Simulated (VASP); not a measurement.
# GaN (I-4m2) in VASP: further runs

Aim: see how the results for GaN move with the level of theory and the settings. Levels: PBE, r2SCAN. Tasks: single point.

Program: VASP 6.6.1. These are calculated values, not measurements. Logs are shortened: lines on timing, memory, paths and dates and some standing lists are left out, and cuts for length are marked.

## (1) The cell of the first run

It takes space group I-4m2 (No. 119, tetragonal). The conventional cell has a = 3.021 Å, b = 3.021 Å, c = 4.724 Å, α = 90.00°, β = 90.00°, γ = 90.00°. Ga (site symmetry -4m2) has 4 N at 1.92 Å within 2.5 Å. N (site symmetry -4m2) has 4 Ga at 1.92 Å within 2.5 Å.

## (2) Single point, PBE (epitaxial xy strain -5.0%)

The input, INCAR:

```
PREC = Accurate
ENCUT = 520
EDIFF = 1E-6
ISMEAR = 0
SIGMA = 0.01
LREAL = F
LASPH = T
NELM = 100
ALGO = Normal
ISIF = 2
LWAVE = F
LCHARG = T
GGA = PE
LELF = T
LVHAR = T
NBANDS = 16
```

The input, KPOINTS:

```
regular mesh
0
Gamma
  6 6 6
```

The input, POSCAR:

```
GaN
1.0
    0.0000000000      2.1365049145      2.3620626532
    2.1365049145      0.0000000000      2.3620626532
    2.1365049145      2.1365049145      0.0000000000
Ga N
1 1
Direct
    0.0000000000      0.0000000000      0.0000000000
    0.2500000000      0.2500000000      0.2500000000
```

Potentials or basis: VASP PAW PBE potentials, release 64 (Ga_d, N).

On the command line:

```console
cat potpaw_PBE.64/Ga_d/POTCAR potpaw_PBE.64/N/POTCAR > POTCAR
mpirun -np 1 vasp_std > vasp.out
```

OUTCAR:

```text
PREC = Accurate
   ENCUT = 520
   EDIFF = 1E-6
   ISMEAR = 0
   LREAL = F
   LASPH = T
   NELM = 100
   ISIF = 2
   GGA = PE

 ion  position               nearest neighbor table
   1  0.000  0.000  0.000-   2 1.92   2 1.92   2 1.92   2 1.92
   2  0.250  0.250  0.250-   1 1.92   1 1.92   1 1.92   1 1.92

  LATTYP: Found a body centered tetragonal cell.
 ALAT       =     3.0214742262
 C/A-ratio  =     1.5635166653

  Lattice vectors:

 A1 = (  -2.1365049145,   0.0000000000,   2.3620626532)
 A2 = (   2.1365049145,   0.0000000000,   2.3620626532)
 A3 = (   0.0000000000,   2.1365049145,  -2.3620626532)

Analysis of symmetry for initial positions (statically):
=====================================================================
 Subroutine PRICEL returns:
 Original cell was already a primitive cell.

 Routine SETGRP: Setting up the symmetry group for a
 body centered tetragonal supercell.

 Subroutine GETGRP returns: Found  8 space group operations
 (whereof  8 operations were pure point group operations)
 out of a pool of 16 trial point group operations.

The static configuration has the point symmetry D_2d.

Analysis of symmetry for dynamics (positions and initial velocities):
=====================================================================
 Subroutine PRICEL returns:
 Original cell was already a primitive cell.

 Routine SETGRP: Setting up the symmetry group for a
 body centered tetragonal supercell.

 Subroutine GETGRP returns: Found  8 space group operations
 (whereof  8 operations were pure point group operations)
 out of a pool of 16 trial point group operations.

The dynamic configuration has the point symmetry D_2d.

 Subroutine INISYM returns: Found  8 space group operations
 (whereof  8 operations are pure point group operations),
 and found     1 'primitive' translations

----------------------------------------------------------------------------------------

                                     Primitive cell

  volume of cell :      21.5640

  direct lattice vectors                    reciprocal lattice vectors
     0.000000000  2.136504915  2.362062653    -0.234027077  0.234027077  0.211679398
     2.136504915  0.000000000  2.362062653     0.234027077 -0.234027077  0.211679398
     2.136504915  2.136504915  0.000000000     0.234027077  0.234027077 -0.211679398

  length of vectors
     3.184963615  3.184963615  3.021474226     0.392868315  0.392868315  0.392868315

  position of ions in fractional coordinates (direct lattice)
     0.000000000  0.000000000  0.000000000
     0.250000000  0.250000000  0.250000000

  ion indices of the primitive-cell ions
   primitive index   ion index
                 1           1
                 2           2

----------------------------------------------------------------------------------------

 KPOINTS: regular mesh

Automatic generation of k-mesh.
 Grid dimensions read from file:
 generate k-points for:    6    6    6

 Generating k-lattice:

  Cartesian coordinates                     Fractional coordinates (reciprocal lattice)
    -0.039004513  0.039004513  0.035279900     0.166666667  0.000000000  0.000000000
     0.039004513 -0.039004513  0.035279900     0.000000000  0.166666667  0.000000000
     0.039004513  0.039004513 -0.035279900     0.000000000  0.000000000  0.166666667

  Length of vectors
     0.065478053  0.065478053  0.065478053

  Shift w.r.t. Gamma in fractional coordinates (k-lattice)
     0.000000000  0.000000000  0.000000000

 Subroutine IBZKPT returns following result:
 ===========================================

 Found     30 irreducible k-points:

 Following reciprocal coordinates:
            Coordinates               Weight
  0.000000  0.000000  0.000000      1.000000
  0.166667  0.000000  0.000000      8.000000
  0.333333  0.000000  0.000000      8.000000
  0.500000  0.000000  0.000000      4.000000
  0.166667  0.166667  0.000000      2.000000
  0.333333  0.166667  0.000000      8.000000
[... 16 lines left out ...]
  0.333333  0.000000  0.333333      4.000000
  0.500000 -0.000000  0.333333     16.000000
 [... further k-points ...]
   k-points           NKPTS =     30   k-points in BZ     NKDIM =     30   number of bands    NBANDS=     16
   number of dos      NEDOS =    301   number of ions     NIONS =      2
   total plane-waves  NPLWV =  13824
   dimension x,y,z NGX =    24 NGY =   24 NGZ =   24
   dimension x,y,z NGXF=    48 NGYF=   48 NGZF=   48
   ions per type =               1   1
   NGX,Y,Z   is equivalent  to a cutoff of  12.53, 12.53, 13.21 a.u.
   NGXF,Y,Z  is equivalent  to a cutoff of  25.05, 25.05, 26.41 a.u.
 SYSTEM =  unknown system
   PREC   = accura    normal or accurate (medium, high low for compatibility)
   ISTART =      0    job   : 0-new  1-cont  2-samecut
   ICHARG =      2    charge: 1-file 2-atom 10-const
   ISPIN  =      1    spin polarized calculation?
   LNONCOLLINEAR =      F non collinear calculations
   LSORBIT =      F    spin-orbit coupling
   LASPH  =      T    aspherical Exc in radial PAW
   ENCUT  =  520.0 eV  38.22 Ry    6.18 a.u.   5.92  5.92  5.62*2*pi/ulx,y,z
   NELM   =    100;   NELMIN=  2; NELMDL= -5     # of ELM steps
   EDIFF  = 0.1E-05   stopping-criterion for ELM
   LREAL  =      F    real-space projection
   EDIFFG = 0.1E-04   stopping-criterion for IOM
   NSW    =      0    number of steps for IOM
   IBRION =     -1    ionic relax: 0-MD 1-quasi-New 2-CG
   NFREE  =      0    steps in history (QN), initial steepest desc. (CG)
   ISIF   =      2    stress and relaxation
   ISYM   =      2    0-nonsym 1-usesym 2-fastsym
   POTIM  = 0.5000    time-step for ionic-motion
   TEBEG  =    0.0;   TEEND  =   0.0 temperature during run
   PSTRESS=    0.0 pullay stress
   NELECT =      18.0000    total number of electrons
   NUPDOWN=      -1.0000    fix difference up-down
   EMIN   =  10.00;   EMAX   =-10.00  energy-range for DOS
   EFERMI =   0.00;   METHOD = LEGACY
   ISMEAR =     0;   SIGMA  =   0.01  broadening in eV -4-tet -1-fermi 0-gaus
   EFERMI_NEDOS =   21; number of points for ismear=-14 and -15
   IALGO  =     38    algorithm
   IMIX   =      4    mixing-type and parameters
     AMIX     =   0.40;   BMIX     =  1.00
     AMIX_MAG =   1.60;   BMIX_MAG =  1.00
  volume/ion in A,a.u.               =      10.78        72.76
  Fermi-wavevector in a.u.,A,eV,Ry     =   1.541426  2.912872 32.327350  2.375993
  Thomas-Fermi vector in A             =   2.647373
   LORBIT       =      0    0 simple, 1 ext, 2 COOP (PROOUT), +10 PAW based schemes
   GGA     = PE    functional components
   LHFCALC =     F    Hartree Fock is set to
   AEXX    =    0.0000 exact exchange contribution
   IVDW    =     0    specifies the selected vdW correction
   LEPSILON=     F    determine dielectric tensor
   LRPA    =     F    only Hartree local field effects (RPA)
 non-spin polarized calculation
 Gauss-broadening in eV      SIGMA  =   0.01
  energy-cutoff  :      520.00
  volume of cell :       21.56
 maximum number of plane-waves:       612
   NGX = 11   NGY = 11   NGZ = 11

 number of electron      18.0000007 magnetization

 Free energy of the ion-electron system (eV)
  ---------------------------------------------------
  ext. energy  EPLUGINS =         0.00000000
  ---------------------------------------------------
  free energy    TOTEN  =       -11.98325163 eV

  energy without entropy =      -11.98325163  energy(sigma->0) =      -11.98325163

 E-fermi :   6.2240     XC(G=0): -11.9997

 val. band max:        6.1472663468   @ k =   0.0000   0.0000   0.0000
 cond. band min:       8.0269745186   @ k =   0.0000   0.0000   0.0000
 fundamental gap:      1.8797081719
 Fermi energy:         6.2239707790

 k-point     1 :       0.0000    0.0000    0.0000
  band No.  band energies     occupation
      1     -10.4861      2.00000
      2      -7.6575      2.00000
      3      -7.5265      2.00000
      4      -7.5265      2.00000
      5      -7.2053      2.00000
      6      -7.1936      2.00000
[... 8 lines left out ...]
     15      23.7658      0.00000
     16      24.4106      0.00000

 k-point     2 :       0.1667    0.0000    0.0000
  band No.  band energies     occupation
      1     -10.1606      2.00000
      2      -7.5934      2.00000
      3      -7.4879      2.00000
      4      -7.4424      2.00000
      5      -7.2038      2.00000
      6      -7.1929      2.00000
[... 8 lines left out ...]
     15      24.2388      0.00000
     16      24.2519      0.00000

 k-point     3 :       0.3333    0.0000    0.0000
  band No.  band energies     occupation
      1      -9.5816      2.00000
      2      -7.5282      2.00000
      3      -7.4349      2.00000
      4      -7.1981      2.00000
      5      -7.1612      2.00000
      6      -6.7864      2.00000
[... 8 lines left out ...]
     15      24.2802      0.00000
     16      24.6791      0.00000

 k-point     4 :       0.5000    0.0000    0.0000
  band No.  band energies     occupation
      1      -9.3774      2.00000
      2      -7.5185      2.00000
      3      -7.4261      2.00000
      4      -7.1766      2.00000
      5      -7.1117      2.00000
      6      -5.9386      2.00000
[... 8 lines left out ...]
     15      26.2307      0.00000
     16      26.8349      0.00000
[... 324 lines left out ...]
 k-point    22 :      -0.3333    0.5000    0.1667
  band No.  band energies     occupation
      1      -9.1825      2.00000
      2      -7.3996      2.00000
      3      -7.3344      2.00000
      4      -7.1974      2.00000
      5      -7.1796      2.00000
      6      -5.4794      2.00000
[... 8 lines left out ...]
     15      27.4158      0.00000
     16      30.2364      0.00000

 k-point    23 :       0.3333    0.0000    0.3333
  band No.  band energies     occupation
      1      -9.3235      2.00000
      2      -7.4557      2.00000
      3      -7.3578      2.00000
      4      -7.3028      2.00000
      5      -7.1302      2.00000
      6      -6.4264      2.00000
[... 8 lines left out ...]
     15      26.4724      0.00000
     16      31.0353      0.00000

 k-point    24 :       0.5000   -0.0000    0.3333
  band No.  band energies     occupation
      1      -9.1803      2.00000
      2      -7.4700      2.00000
      3      -7.3164      2.00000
      4      -7.2591      2.00000
      5      -7.1167      2.00000
      6      -5.5439      2.00000
[... 8 lines left out ...]
     15      27.6108      0.00000
     16      28.4824      0.00000

 [... further k-points ...]

------------------------ aborting loop because EDIFF is reached ----------------------------------------

  FORCE on cell =-STRESS in cart. coord.  units (eV):
  Direction    XX          YY          ZZ          XY          YZ          ZX
  --------------------------------------------------------------------------------------
  -------------------------------------------------------------------------------------
  Total        2.9977667      2.9977667      0.9733933      0.0000000      0.0000000      0.0000000
  in kB      222.7302536    222.7302536     72.3218860      0.0000000      0.0000000      0.0000000
  external PRESSURE =     172.5941311 kB  Pullay stress =       0.0000000 kB

 VOLUME and BASIS-vectors are now :
 -----------------------------------------------------------------------------
  energy-cutoff  :      520.00
  volume of cell :       21.56
      direct lattice vectors                 reciprocal lattice vectors
     0.000000000  2.136504915  2.362062653    -0.234027077  0.234027077  0.211679398
     2.136504915  0.000000000  2.362062653     0.234027077 -0.234027077  0.211679398
     2.136504915  2.136504915  0.000000000     0.234027077  0.234027077 -0.211679398

 POSITION                                       TOTAL-FORCE (eV/Angst)
 -----------------------------------------------------------------------------------
      0.00000      0.00000      0.00000         0.000000      0.000000     -0.000000
      1.06825      1.06825      1.18103        -0.000000     -0.000000      0.000000
 -----------------------------------------------------------------------------------
    total drift:                               -0.000000     -0.000000     -0.000002

  FREE ENERGIE OF THE ION-ELECTRON SYSTEM (eV)
  ---------------------------------------------------
  free  energy   TOTEN  =       -11.9832516304 eV

  energy  without entropy=      -11.9832516304  energy(sigma->0) =      -11.98325163
```

Wall time 19 s (1 thread of AMD EPYC 7R13, shared host); peak memory 0.11 GiB.

What came out:

- Free energy: -11.9833 eV
- Pressure: 17.3 GPa
- Band gap on the k mesh: 1.88 eV, direct

Stress tensor (GPa, compression positive):
```
22.27  0.00  0.00
 0.00 22.27  0.00
 0.00  0.00  7.23
```

Levels at points of the mesh, in eV from the valence-band top:
```csv
k point,band 6,band 7,band 8,band 9,band 10,band 11,band 12,band 13
"(0.00, 0.00, 0.00)",-13.34,-0.58,0.00,0.00,1.88,10.47,10.47,10.72
"(0.50, 0.00, 0.00)",-12.09,-7.60,-1.65,-0.80,4.55,8.86,10.13,11.33
"(0.50, 0.50, 0.00)",-12.06,-7.31,-2.53,-2.53,3.74,7.89,10.99,14.75
"(0.50, 0.00, 0.50)",-11.48,-6.15,-3.34,-3.30,2.98,6.29,12.38,12.93
```

Caveat: the cell differs from its parent crystal (epitaxial xy strain -5.0%).

## (3) Single point, PBE (epitaxial xy strain -5.0%)

The input, INCAR:

```
SYSTEM = GaN
ALGO = Normal ; EDIFF = 1E-6
ENCUT = 520 ; GGA = PE
ISIF = 2 ; ISMEAR = -1
LASPH = .True. ; LCHARG = .True.
LELF = .True. ; LREAL = .False.
LVHAR = .True. ; LWAVE = .False.
NBANDS = 16 ; NELM = 80
PREC = Accurate ; SIGMA = 0.02
```

The input, KPOINTS:

```
k-points
0
Gamma
  10 10 10
  0 0 0
```

POSCAR is that of step 2.

Potentials or basis: VASP PAW PBE potentials, release 64 (Ga_d, N).

On the command line:

```console
cat potpaw_PBE.64/Ga_d/POTCAR potpaw_PBE.64/N/POTCAR > POTCAR
mpirun -np 1 vasp_std > vasp.out
```

OUTCAR:

```text
SYSTEM = GaN
   EDIFF = 1E-6
   ENCUT = 520
   GGA = PE
   ISIF = 2
   ISMEAR = -1
   LASPH = .True.
   LREAL = .False.
   NELM = 80
   PREC = Accurate

 ion  position               nearest neighbor table
   1  0.000  0.000  0.000-   2 1.92   2 1.92   2 1.92   2 1.92
   2  0.250  0.250  0.250-   1 1.92   1 1.92   1 1.92   1 1.92

  LATTYP: Found a body centered tetragonal cell.
 ALAT       =     3.0214742262
 C/A-ratio  =     1.5635166653

  Lattice vectors:

 A1 = (  -2.1365049145,   0.0000000000,   2.3620626532)
 A2 = (   2.1365049145,   0.0000000000,   2.3620626532)
 A3 = (   0.0000000000,   2.1365049145,  -2.3620626532)

Analysis of symmetry for initial positions (statically):
=====================================================================
 Subroutine PRICEL returns:
 Original cell was already a primitive cell.

 Routine SETGRP: Setting up the symmetry group for a
 body centered tetragonal supercell.

 Subroutine GETGRP returns: Found  8 space group operations
 (whereof  8 operations were pure point group operations)
 out of a pool of 16 trial point group operations.

The static configuration has the point symmetry D_2d.

Analysis of symmetry for dynamics (positions and initial velocities):
[... 160 lines left out ...]
 val. band max:        6.1424877232   @ k =   0.0000   0.0000   0.0000
 cond. band min:       8.0241570851   @ k =   0.0000   0.0000   0.0000
 fundamental gap:      1.8816693619
 Fermi energy:         6.6173955471

 k-point     1 :       0.0000    0.0000    0.0000
  band No.  band energies     occupation
      1     -10.4894      2.00000
      2      -7.6576      2.00000
      3      -7.5268      2.00000
      4      -7.5268      2.00000
      5      -7.2053      2.00000
      6      -7.1936      2.00000
[... 433 lines left out ...]
      3      -7.2963      2.00000
      4      -7.2844      2.00000
      5      -7.1500      2.00000
      6      -6.5780      2.00000
[... 8 lines left out ...]
     15      29.5277      0.00000
     16      29.9075      0.00000

 [... further k-points ...]

------------------------ aborting loop because EDIFF is reached ----------------------------------------

  FORCE on cell =-STRESS in cart. coord.  units (eV):
  Direction    XX          YY          ZZ          XY          YZ          ZX
  --------------------------------------------------------------------------------------
  -------------------------------------------------------------------------------------
  Total        3.0015044      3.0015044      0.9816673      0.0000000      0.0000000      0.0000000
  in kB      223.0079638    223.0079638     72.9366305      0.0000000      0.0000000      0.0000000
  external PRESSURE =     172.9841860 kB  Pullay stress =       0.0000000 kB

 VOLUME and BASIS-vectors are now :
 -----------------------------------------------------------------------------
  energy-cutoff  :      520.00
  volume of cell :       21.56
      direct lattice vectors                 reciprocal lattice vectors
     0.000000000  2.136504915  2.362062653    -0.234027077  0.234027077  0.211679398
     2.136504915  0.000000000  2.362062653     0.234027077 -0.234027077  0.211679398
     2.136504915  2.136504915  0.000000000     0.234027077  0.234027077 -0.211679398

 POSITION                                       TOTAL-FORCE (eV/Angst)
 -----------------------------------------------------------------------------------
      0.00000      0.00000      0.00000         0.000000      0.000000      0.000000
      1.06825      1.06825      1.18103        -0.000000     -0.000000     -0.000000
 -----------------------------------------------------------------------------------
    total drift:                               -0.000000     -0.000000     -0.000002

  FREE ENERGIE OF THE ION-ELECTRON SYSTEM (eV)
  ---------------------------------------------------
  free  energy   TOTEN  =       -11.9875779459 eV

  energy  without entropy=      -11.9875779459  energy(sigma->0) =      -11.98757795
```

Run time: 55 s. Hardware: 1 thread of AMD EPYC 7R13, shared host; peak memory 0.13 GiB.

What came out:

```
Free energy            : -11.9876 eV
Pressure               : 17.3 GPa
Band gap on the k mesh : 1.88 eV, direct
```

Stress tensor (GPa, compression positive):
```
22.30  0.00  0.00
 0.00 22.30  0.00
 0.00  0.00  7.29
```

Caveat: the cell differs from its parent crystal (epitaxial xy strain -5.0%).

## (4) Single point, PBE (epitaxial xy strain -5.0%)

The input, INCAR:

```
ALGO = Normal
EDIFF = 1E-6
ENCUT = 520
GGA = PE
ISIF = 2
ISMEAR = -1
LASPH = T
LCHARG = F
LREAL = F
LWAVE = F
NBANDS = 16
NELM = 100
PREC = Accurate
SIGMA = 0.02
```

The input, KPOINTS:

```
k-points
0
Gamma
  10 10 10
```

The input, POSCAR:

```
GaN
1.0
    0.0000000000      2.1365049212      2.3620626401
    2.1365049212      0.0000000000      2.3620626401
    2.1365049212      2.1365049212      0.0000000000
Ga N
1 1
Direct
    0.0000000000      0.0000000000      0.0000000000
    0.2500000000      0.2500000000      0.2500000000
```

On the command line:

```console
cat potpaw_PBE.64/Ga_d/POTCAR potpaw_PBE.64/N/POTCAR > POTCAR
mpirun -np 1 vasp_std > vasp.out
```

Run time: 11 s. Hardware: 1 thread of Intel Xeon 6975P-C (Granite Rapids), shared host; peak memory 0.16 GiB.

Results (log left out):

| Quantity | Value |
| --- | --- |
| Free energy | -11.9876 eV |
| Pressure | 17.3 GPa |
| Band gap on the k mesh | 1.88 eV, direct |

Stress tensor (GPa, compression positive):
```
22.30  0.00  0.00
 0.00 22.30  0.00
 0.00  0.00  7.29
```

Levels at points of the mesh, in eV from the valence-band top:
```tsv
k point	band 6	band 7	band 8	band 9	band 10	band 11	band 12	band 13
(0.00, 0.00, 0.00)	-13.34	-0.58	0.00	0.00	1.88	10.47	10.47	10.72
(0.50, 0.00, 0.00)	-12.08	-7.59	-1.65	-0.80	4.55	8.86	10.14	11.33
(0.50, 0.50, 0.00)	-12.05	-7.31	-2.53	-2.53	3.74	7.89	11.00	14.76
(0.50, 0.00, 0.50)	-11.48	-6.15	-3.33	-3.30	2.98	6.29	12.38	12.94
```

Caveat: the cell differs from its parent crystal (epitaxial xy strain -5.0%).

(Continued in part 2 of 2.)
